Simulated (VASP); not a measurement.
Write the native input for VASP 6.6.1 that does the following.

```yaml
Task: single point
Functional: r2SCAN
Potentials_or_basis: VASP PAW PBE potentials, release 64 (Hf_pv, O)
Cutoff: 520 eV
k_mesh: 6 × 6 × 6
Occupations: gaussian, width 0.05 eV
Spin: no spin polarisation
Dipole_correction: no
Further_INCAR_settings: ALGO = Normal; EDIFF = 1e-06; NBANDS = 31
```

HfO2:

```
Hf O
1.0
     3.39798    0.00000    0.00000
     0.00000    3.39798    0.00000
     0.00000    0.00000    5.33274
Hf O
2 4
Direct
  0.50000 0.50000 0.50000
  0.00000 0.00000 0.00000
  0.00000 0.50000 0.69616
  0.50000 0.00000 0.80384
  0.50000 0.00000 0.30384
  0.00000 0.50000 0.19616
```

This cell differs from its parent crystal: strain -0.050 along x and y, +0.025 along z.

The input as run:

POSCAR

```
HfO2
1.0
    3.3979831149      0.0000000000      0.0000000000
    0.0000000000      3.3979831149      0.0000000000
    0.0000000000      0.0000000000      5.3327407962
Hf O
2 4
Direct
    0.5000000000      0.5000000000      0.5000000000
    0.0000000000      0.0000000000      0.0000000000
    0.0000000000      0.5000000000      0.6961635355
    0.5000000000      0.0000000000      0.8038364645
    0.5000000000      0.0000000000      0.3038364645
    0.0000000000      0.5000000000      0.1961635355
```

INCAR.step1

```
PREC = Accurate
ENCUT = 520
ISMEAR = 0
SIGMA = 0.05
LREAL = F
LASPH = T
NELM = 80
NBANDS = 31
GGA = PE
ALGO = Normal
EDIFF = 1E-4
LWAVE = T
LCHARG = F
```

INCAR.step2

```
PREC = Accurate
ENCUT = 520
EDIFF = 1E-6
ISMEAR = 0
SIGMA = 0.05
LREAL = F
LASPH = T
NELM = 80
ALGO = Normal
ISIF = 2
LWAVE = F
LCHARG = F
METAGGA = R2SCAN
LMIXTAU = T
NBANDS = 31
ISTART = 1
```

KPOINTS

```
Automatic mesh
0
Gamma
  6 6 6
```

Potentials or basis: VASP PAW PBE potentials, release 64 (Hf_pv, O).

Launch:

```console
$ cat potpaw_PBE.64/Hf_pv/POTCAR potpaw_PBE.64/O/POTCAR > POTCAR
$ cp INCAR.step1 INCAR
$ mpirun -np 1 vasp_std > vasp.out
$ cp INCAR.step2 INCAR
$ mpirun -np 1 vasp_std > vasp.out
```

Results of the run:

```yaml
Pressure: 22.1 GPa
Largest_force: 0.108 eV/Å
Band_gap_on_the_k_mesh: 5.35 eV (least direct gap 5.41 eV)
```

Caveat: the cell differs from its parent crystal (strain -0.050 along x and y, +0.025 along z); the cell stands under pressure; the PAW data sets were made with another functional, which shifts forces and pressure a little; spin-orbit coupling is left out, which moves the levels of the heavy elements.

Run time: 2.7 min on 1 thread of AMD EPYC 9R45 96-Core Processor (Zen 5), with other jobs on the host, peak memory 0.18 GiB.
